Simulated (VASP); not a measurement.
## MoS2: relaxation of cell and atoms with PBEsol

Crystal: MoS2.

```
CELL_PARAMETERS angstrom
0.00000 -1.82616 6.12333
1.58150 0.91308 6.12333
-1.58150 0.91308 6.12333
ATOMIC_POSITIONS crystal
Mo 0.00000 0.00000 0.00000
S 0.74840 0.74840 0.74840
S 0.58490 0.58490 0.58490
```

```json
{
 "Program": "VASP 6.6.1",
 "Task": "relaxation of cell and atoms",
 "Functional": "PBEsol",
 "Potentials or basis": "VASP PAW PBE potentials, release 64 (Mo_sv, S)",
 "Cutoff": "600 eV",
 "k mesh": "6 × 6 × 6",
 "Occupations": "gaussian, width 0.1 eV",
 "Spin": "no spin polarisation",
 "Dipole correction": "no",
 "Further INCAR settings": "ALGO = Normal; EDIFF = 1e-06; IBRION = 2; EDIFFG = -0.05; NSW = 100; ISIF = 3"
}
```

| Item | Value |
| --- | --- |
| Relaxed volume | 17.81 Å³/atom |
| Relaxed cell | a = 6.519 Å, b = 6.519 Å, c = 6.519 Å, α = 27.87°, β = 27.87°, γ = 27.87° |
| Space group after relaxing (to 0.05 Å) | R3m (No. 160) |
| Energy gained by relaxing | 17.8 meV/atom |
| Ionic steps | 5 |
| Pressure after relaxing | 0.2 GPa |
| Largest force after relaxing | 0.012 eV/Å |
| Band gap on the k mesh | 1.01 eV, indirect (least direct gap 1.81 eV) |

Forces in eV/Å, atoms in the order of the input:
```
Mo   0.000  0.000  0.000
S    0.000  0.000 -0.012
S    0.000  0.000  0.012
```

Stress tensor (GPa, compression positive):
```
 0.30  0.00  0.00
 0.00  0.30  0.00
 0.00  0.00 -0.10
```

The path:
| step | energy change (eV) | largest force (eV/Å) | pressure (GPa) | volume (Å³) |
| --- | --- | --- | --- | --- |
| 1 | 0.0000 | 1.0200 | 4.20 | 53.05 |
| 2 | 0.0985 | 1.4559 | -9.98 | 56.67 |
| 3 | -0.0454 | 0.0232 | -1.60 | 54.31 |
| 4 | -0.0455 | 0.0553 | -1.41 | 54.27 |
| 5 | -0.0533 | 0.0119 | 0.16 | 53.44 |

Final structure:
```
Mo S
1.0
     0.00000   -1.81246    6.26181
     1.56963    0.90623    6.26181
    -1.56963    0.90623    6.26181
Mo S
1 2
Direct
  0.00000 0.00000 0.00000
  0.74970 0.74970 0.74970
  0.58360 0.58360 0.58360
```

Levels at points of the mesh, in eV from the valence-band top:
| k point | band 9 | band 10 | band 11 | band 12 | band 13 | band 14 | band 15 | band 16 | band 17 |
| --- | --- | --- | --- | --- | --- | --- | --- | --- | --- |
| (0.00, 0.00, 0.00) | -3.21 | -2.07 | -2.07 | -1.31 | -1.17 | 2.24 | 2.24 | 2.61 | 2.61 |
| (0.50, 0.00, 0.00) | -4.93 | -3.84 | -2.32 | -1.42 | -1.38 | 1.83 | 2.21 | 3.59 | 3.67 |
| (0.50, 0.50, 0.00) | -4.66 | -3.78 | -2.84 | -1.58 | -1.20 | 1.79 | 2.35 | 3.14 | 4.04 |
| (0.50, 0.50, 0.50) | -3.22 | -3.22 | -2.05 | -2.05 | 0.00 | 2.32 | 2.32 | 2.50 | 2.50 |

It took 6.4 min on 1 thread of Intel(R) Xeon(R) Platinum 8488C (Sapphire Rapids), with other jobs on the host, peak memory 0.42 GiB.

Caveat: the PAW data sets were made with another functional, which shifts forces and pressure a little; the relaxation stopped at a loose force limit of 0.05 eV/Å, so its end isn't a converged minimum. As with any semilocal functional, this PBEsol gap is likely too small.
